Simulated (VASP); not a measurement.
The system is NiO.

```
Ni O
1.0
     0.00000    2.09131    2.09131
     2.09131    0.00000    2.09131
     2.09131    2.09131    0.00000
Ni O
1 1
Direct
  0.00000 0.00000 0.00000
  0.50000 0.50000 0.50000
```

Base run:

```yaml
Program: VASP 6.6.1
Functional: PBE
Potentials_or_basis: VASP PAW PBE potentials, release 64 (Ni_sv_GW, O)
Cutoff: 700 eV
k_mesh: 9 × 9 × 9
Occupations: fermi-dirac, width 0.05 eV
Spin: collinear spin, ferromagnetic start
Starting_moments: "[0.5, 0.0] μB"
Fixed_moment: 0.5 μB
```

Its results: pressure -4.0 GPa; site moments Ni +0.44; O +0.05 μB.

Problem. The run is repeated on the same cell with these changes: fixed moment from 0.5 μB to 1.2 μB; moments at the start from [0.5, 0.0] to [1.2, 0.0]. What comes out?

Solution. Pressure -1.1 GPa; site moments Ni +1.03; O +0.14 μB.

Caveats: the total moment is fixed, so each spin has its own Fermi level and the state may be an excited one; a cell with one magnetic atom can't hold antiferromagnetic order, which such compounds often take; the cell stands under tension (at least some runs).
